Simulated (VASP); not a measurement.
# Si (Ibca) in VASP: further runs

The runs below take Si through single point, with PBE.

Everything below comes from runs of VASP 6.6.1. Logs are shortened: lines on timing, memory, paths and dates and some standing lists are left out, and cuts for length are marked.

## 1. The cell of the first run

The structure is orthorhombic, space group Ibca (No. 73). Conventional cell: a = 6.304 Å, b = 7.112 Å, c = 7.112 Å, α = 90.00°, β = 90.00°, γ = 90.00°. Si (site symmetry 1) has 4 Si at 2.36 to 2.56 Å within 3.1 Å.

## 2. Single point, PBE (19.93 Å³/atom)

The input, INCAR:

```
PREC = Accurate
ENCUT = 520
EDIFF = 1E-6
ISMEAR = 0
SIGMA = 0.15
LREAL = F
LASPH = T
NELM = 60
ALGO = Normal
ISIF = 2
LWAVE = F
LCHARG = F
GGA = PE
NBANDS = 26
```

The input, KPOINTS:

```
Automatic mesh
0
Gamma
  10 10 10
```

The input, POSCAR:

```
Si
1.0
   -3.5561797853      3.5561797853      3.1521977616
    3.5561797853     -3.5561797853      3.1521977616
    3.5561797853      3.5561797853     -3.1521977616
Si
8
Direct
    0.2028545115      0.2028545115      0.2028545115
    0.5000000000      0.0000000000      0.2971454885
    0.2971454885      0.5000000000      0.0000000000
    0.0000000000      0.2971454885      0.5000000000
    0.7971454885      0.7971454885      0.7971454885
    0.5000000000      0.0000000000      0.7028545115
    0.7028545115      0.5000000000      0.0000000000
    0.0000000000      0.7028545115      0.5000000000
```

Potentials or basis: VASP PAW PBE potentials, release 64 (Si).

The run is started by

```bash
$ cat potpaw_PBE.64/Si/POTCAR > POTCAR
$ mpirun -np 1 vasp_std > vasp.out
```

OUTCAR:

```text
PREC = Accurate
   ENCUT = 520
   EDIFF = 1E-6
   ISMEAR = 0
   LREAL = F
   LASPH = T
   NELM = 60
   ISIF = 2
   GGA = PE

 ion  position               nearest neighbor table
   1  0.203  0.203  0.203-   3 2.36   5 2.41   4 2.47   2 2.56
   2  0.500  0.000  0.297-   4 2.36   6 2.41   3 2.47   1 2.56
   3  0.297  0.500  0.000-   1 2.36   7 2.41   2 2.47   4 2.56
   4  0.000  0.297  0.500-   2 2.36   8 2.41   1 2.47   3 2.56
   5  0.797  0.797  0.797-   7 2.36   1 2.41   8 2.47   6 2.56
   6  0.500  0.000  0.703-   8 2.36   2 2.41   7 2.47   5 2.56
   7  0.703  0.500  0.000-   5 2.36   3 2.41   6 2.47   8 2.56
   8  0.000  0.703  0.500-   6 2.36   4 2.41   5 2.47   7 2.56

  LATTYP: Found a body centered tetragonal cell.
 ALAT       =     7.1123595706
 C/A-ratio  =     0.8864000000

  Lattice vectors:

 A1 = (  -3.5561797853,   3.5561797853,   3.1521977616)
 A2 = (   3.5561797853,  -3.5561797853,   3.1521977616)
 A3 = (   3.5561797853,   3.5561797853,  -3.1521977616)

Analysis of symmetry for initial positions (statically):
=====================================================================
 Subroutine PRICEL returns:
 Original cell was already a primitive cell.

 Routine SETGRP: Setting up the symmetry group for a
 body centered tetragonal supercell.

 Subroutine GETGRP returns: Found  8 space group operations
 (whereof  2 operations were pure point group operations)
 out of a pool of 16 trial point group operations.

The static configuration has the point symmetry S_2 .
 The point group associated with its full space group is D_2h.

Analysis of symmetry for dynamics (positions and initial velocities):
=====================================================================
 Subroutine PRICEL returns:
 Original cell was already a primitive cell.

 Routine SETGRP: Setting up the symmetry group for a
 body centered tetragonal supercell.

 Subroutine GETGRP returns: Found  8 space group operations
 (whereof  2 operations were pure point group operations)
 out of a pool of 16 trial point group operations.

The dynamic configuration has the point symmetry S_2 .
 The point group associated with its full space group is D_2h.

 Subroutine INISYM returns: Found  8 space group operations
 (whereof  2 operations are pure point group operations),
 and found     1 'primitive' translations
[... 109 lines left out ...]
   EDIFFG = 0.1E-04   stopping-criterion for IOM
   NSW    =      0    number of steps for IOM
   IBRION =     -1    ionic relax: 0-MD 1-quasi-New 2-CG
   NFREE  =      0    steps in history (QN), initial steepest desc. (CG)
   ISIF   =      2    stress and relaxation
   ISYM   =      2    0-nonsym 1-usesym 2-fastsym
   POTIM  = 0.5000    time-step for ionic-motion
   TEBEG  =    0.0;   TEEND  =   0.0 temperature during run
   PSTRESS=    0.0 pullay stress
   NELECT =      32.0000    total number of electrons
   NUPDOWN=      -1.0000    fix difference up-down
   EMIN   =  10.00;   EMAX   =-10.00  energy-range for DOS
   EFERMI =   0.00;   METHOD = LEGACY
   ISMEAR =     0;   SIGMA  =   0.15  broadening in eV -4-tet -1-fermi 0-gaus
   EFERMI_NEDOS =   21; number of points for ismear=-14 and -15
   IALGO  =     38    algorithm
   IMIX   =      4    mixing-type and parameters
     AMIX     =   0.40;   BMIX     =  1.00
     AMIX_MAG =   1.60;   BMIX_MAG =  1.00
  volume/ion in A,a.u.               =      19.93       134.51
  Fermi-wavevector in a.u.,A,eV,Ry     =   0.958469  1.811243 12.499155  0.918662
  Thomas-Fermi vector in A             =   2.087579
   LORBIT       =      0    0 simple, 1 ext, 2 COOP (PROOUT), +10 PAW based schemes
   GGA     = PE    functional components
   LHFCALC =     F    Hartree Fock is set to
   AEXX    =    0.0000 exact exchange contribution
   IVDW    =     0    specifies the selected vdW correction
   LEPSILON=     F    determine dielectric tensor
   LRPA    =     F    only Hartree local field effects (RPA)
 non-spin polarized calculation
 Gauss-broadening in eV      SIGMA  =   0.15
  energy-cutoff  :      520.00
  volume of cell :      159.46
 maximum number of plane-waves:      4320
 NGX is ok and might be reduce to    48
   NGX = 23   NGY = 23   NGZ = 23

 number of electron      32.0000000 magnetization

 Free energy of the ion-electron system (eV)
  ---------------------------------------------------
  ext. energy  EPLUGINS =         0.00000000
  ---------------------------------------------------
  free energy    TOTEN  =       -41.31811654 eV

  energy without entropy =      -41.30351497  energy(sigma->0) =      -41.31081576

 E-fermi :   6.1953     XC(G=0):  -9.6293

 val. band max:        6.1783618474   @ k =  -0.2000   0.2000   0.0000
 cond. band min:       6.1978744551   @ k =   0.5000   0.5000   0.3000
 fundamental gap:      0.0195126077
 Fermi energy:         6.1953115100

 k-point     1 :       0.0000    0.0000    0.0000
  band No.  band energies     occupation
      1      -5.8950      2.00000
      2      -2.1531      2.00000
      3      -1.9919      2.00000
      4      -1.3616      2.00000
      5      -1.0924      2.00000
      6      -0.1732      2.00000
[... 685 lines left out ...]
     25      10.7657      0.00000
     26      11.1148      0.00000

 [... further k-points ...]

------------------------ aborting loop because EDIFF is reached ----------------------------------------

  FORCE on cell =-STRESS in cart. coord.  units (eV):
  Direction    XX          YY          ZZ          XY          YZ          ZX
  --------------------------------------------------------------------------------------
  -------------------------------------------------------------------------------------
  Total      -10.4072454     -9.6639685      2.9486875     -0.0000000      0.0000000      0.0000000
  in kB     -104.5696154    -97.1013403     29.6277355     -0.0000000      0.0000000      0.0000000
  external PRESSURE =     -57.3477401 kB  Pullay stress =       0.0000000 kB

 VOLUME and BASIS-vectors are now :
 -----------------------------------------------------------------------------
  energy-cutoff  :      520.00
  volume of cell :      159.46
      direct lattice vectors                 reciprocal lattice vectors
    -3.556179785  3.556179785  3.152197762     0.000000000  0.140600316  0.158619490
     3.556179785 -3.556179785  3.152197762     0.140600316  0.000000000  0.158619490
     3.556179785  3.556179785 -3.152197762     0.140600316  0.140600316  0.000000000

 POSITION                                       TOTAL-FORCE (eV/Angst)
 -----------------------------------------------------------------------------------
      0.72139      0.72139      0.63944        -0.212559      0.229588     -0.435955
     -0.72139      2.83479      0.63944         0.212559     -0.229588     -0.435955
      0.72139     -0.72139      2.51276        -0.212559     -0.229588      0.435955
      2.83479      0.72139     -0.63944         0.212559      0.229588      0.435955
      2.83479      2.83479      2.51276         0.212559     -0.229588      0.435955
      0.72139      4.27757     -0.63944        -0.212559      0.229588      0.435955
     -0.72139      0.72139      3.79164         0.212559      0.229588     -0.435955
      4.27757     -0.72139      0.63944        -0.212559     -0.229588     -0.435955
 -----------------------------------------------------------------------------------
    total drift:                               -0.000000     -0.000000     -0.000000

  FREE ENERGIE OF THE ION-ELECTRON SYSTEM (eV)
  ---------------------------------------------------
  free  energy   TOTEN  =       -41.3181165442 eV

  energy  without entropy=      -41.3035149718  energy(sigma->0) =      -41.31081576
```

OSZICAR:

```text
N       E                     dE             d eps       ncg     rms          rms(c)
DAV:   1     0.578828756547E+02    0.57883E+02   -0.11905E+04  8892   0.101E+03
DAV:   2    -0.369585513324E+02   -0.94841E+02   -0.87204E+02 10918   0.141E+02
DAV:   3    -0.417872935648E+02   -0.48287E+01   -0.47108E+01 11890   0.287E+01
DAV:   4    -0.418662052073E+02   -0.78912E-01   -0.78666E-01 11132   0.457E+00
DAV:   5    -0.418677162971E+02   -0.15111E-02   -0.15098E-02 11830   0.592E-01    0.835E+00
DAV:   6    -0.414362235792E+02    0.43149E+00   -0.34688E-01 10996   0.252E+00    0.489E+00
DAV:   7    -0.413224083024E+02    0.11382E+00   -0.44893E-01 11316   0.274E+00    0.666E-01
DAV:   8    -0.413183602669E+02    0.40480E-02   -0.87412E-02 10372   0.137E+00    0.382E-01
DAV:   9    -0.413186388450E+02   -0.27858E-03   -0.50608E-03 11094   0.393E-01    0.203E-01
DAV:  10    -0.413181757619E+02    0.46308E-03   -0.79230E-04 10964   0.150E-01    0.674E-02
DAV:  11    -0.413181192448E+02    0.56517E-04   -0.53986E-04 11076   0.968E-02    0.308E-02
DAV:  12    -0.413181188155E+02    0.42930E-06   -0.75621E-05 10566   0.404E-02    0.242E-02
DAV:  13    -0.413181173829E+02    0.14325E-05   -0.21795E-06  9056   0.730E-03    0.534E-03
DAV:  14    -0.413181165442E+02    0.83871E-06   -0.17041E-06  6854   0.575E-03
   1 F= -.41318117E+02 E0= -.41310816E+02  d E =-.146016E-01
```

stdout:

```text
POSCAR found type information on POSCAR Si
 POSCAR found :  1 types and       8 ions
 scaLAPACK will be used
 LDA part: xc-table for (Slater+PW92), standard interpolation
 POSCAR, INCAR and KPOINTS ok, starting setup
 FFT: planning ... GRIDC
 FFT: planning ... GRID_SOFT
 FFT: planning ... GRID
 WAVECAR not read
 entering main loop
```

It took 5.9 min on 1 thread of Intel Xeon 6975P-C (Granite Rapids), shared host; peak memory 0.63 GiB.

Results:

* Free energy: -41.3181 eV
* Pressure: -5.7 GPa
* Largest force: 0.537 eV/Å
* Band gap on the k mesh: zero (bands 16 and 17 overlap by 0.26 eV)

Forces in eV/Å, atoms in the order of the input:
```
Si  -0.213  0.230 -0.436
Si   0.213 -0.230 -0.436
Si  -0.213 -0.230  0.436
Si   0.213  0.230  0.436
Si   0.213 -0.230  0.436
Si  -0.213  0.230  0.436
Si   0.213  0.230 -0.436
Si  -0.213 -0.230 -0.436
```

Levels at points of the mesh, in eV from the Fermi level:
| k point | band 12 | band 13 | band 14 | band 15 | band 16 | band 17 | band 18 | band 19 | band 20 | band 21 |
| --- | --- | --- | --- | --- | --- | --- | --- | --- | --- | --- |
| (0.00, 0.00, 0.00) | -3.60 | -3.48 | -1.87 | -1.76 | 0.10 | 0.81 | 0.89 | 3.09 | 3.27 | 3.31 |
| (0.50, 0.00, 0.00) | -2.55 | -1.79 | -1.79 | -1.58 | -1.58 | 0.83 | 0.83 | 1.66 | 1.66 | 1.95 |
| (0.50, 0.00, 0.50) | -2.67 | -1.66 | -1.66 | -1.12 | -1.12 | 0.07 | 0.07 | 1.79 | 1.79 | 2.23 |
| (0.50, 0.50, 0.00) | -2.41 | -2.07 | -2.07 | -0.97 | -0.97 | 0.34 | 0.34 | 1.60 | 1.60 | 2.59 |
| (0.50, 0.50, 0.50) | -2.41 | -2.32 | -0.66 | -0.31 | -0.02 | 0.52 | 1.76 | 1.92 | 2.42 | 2.47 |

Caveat: the stress differs along the axes, from -10 to 3 GPa; semilocal functionals underestimate gaps, and a narrow one can read as zero.

## 3. Single point, PBE (17.47 Å³/atom)

This run uses another cell than the first one, of 17.47 Å³/atom.

The input, INCAR:

```
SYSTEM = Si
  PREC = Accurate
  ENCUT = 520
  EDIFF = 1E-7
  ISMEAR = 0
  SIGMA = 0.15
  LREAL = .FALSE.
  LASPH = .TRUE.
  NELM = 100
  ALGO = Fast
  ISIF = 2
  LWAVE = .FALSE.
  LCHARG = .FALSE.
  GGA = PE
  NBANDS = 26
```

The input, KPOINTS:

```
Automatic mesh
0
G
  10 10 10
  0 0 0
```

Edit POSCAR of step 2 so:

```diff
@@ -2,5 +2,5 @@
 1.0
-   -3.5561797853      3.5561797853      3.1521977616
-    3.5561797853     -3.5561797853      3.1521977616
-    3.5561797853      3.5561797853     -3.1521977616
+   -3.1828259872      3.1828259872      3.4492285223
+    3.1828259872     -3.1828259872      3.4492285223
+    3.1828259872      3.1828259872     -3.4492285223
 Si
```

Potentials or basis: VASP PAW PBE potentials, release 64 (Si).

The run is started by

```bash
$ cat potpaw_PBE.64/Si/POTCAR > POTCAR
$ mpirun -np 1 vasp_std > vasp.out
```

Run time: 12 min. Hardware: 1 thread of AMD EPYC 9755, shared host; peak memory 0.5 GiB.

It converged, with:

| Quantity | Value |
| --- | --- |
| Free energy | -41.6961 eV |
| Pressure | 6.0 GPa |
| Largest force | 0.654 eV/Å |
| Band gap on the k mesh | zero (bands 16 and 17 overlap by 0.35 eV) |

Forces in eV/Å, atoms in the order of the input:
```
Si   0.377 -0.316  0.431
Si  -0.377  0.316  0.431
Si   0.377  0.316 -0.431
Si  -0.377 -0.316 -0.431
Si  -0.377  0.316 -0.431
Si   0.377 -0.316 -0.431
Si  -0.377 -0.316  0.431
Si   0.377  0.316  0.431
```

Stress tensor (GPa, compression positive):
```
10.14  0.00  0.00
 0.00 10.58  0.00
 0.00  0.00 -2.74
```

Levels at points of the mesh, in eV from the Fermi level:
```
           k point  band 14  band 15  band 16  band 17  band 18  band 19
(0.00, 0.00, 0.00)    -2.13    -1.18    -0.39     0.64     2.24     2.40
(0.50, 0.00, 0.00)    -2.02    -0.96    -0.96     0.03     0.03     2.21
(0.00, 0.50, 0.00)    -2.13    -1.45    -1.45     0.75     0.75     2.04
(0.50, 0.50, 0.00)    -2.11    -1.58    -1.58     0.48     0.48     1.75
(0.50, 0.50, 0.50)    -0.50    -0.18     0.14     0.66     2.25     2.38
```

Caveat: the stress differs along the axes, from -3 to 11 GPa; semilocal functionals underestimate gaps, and a narrow one can read as zero.
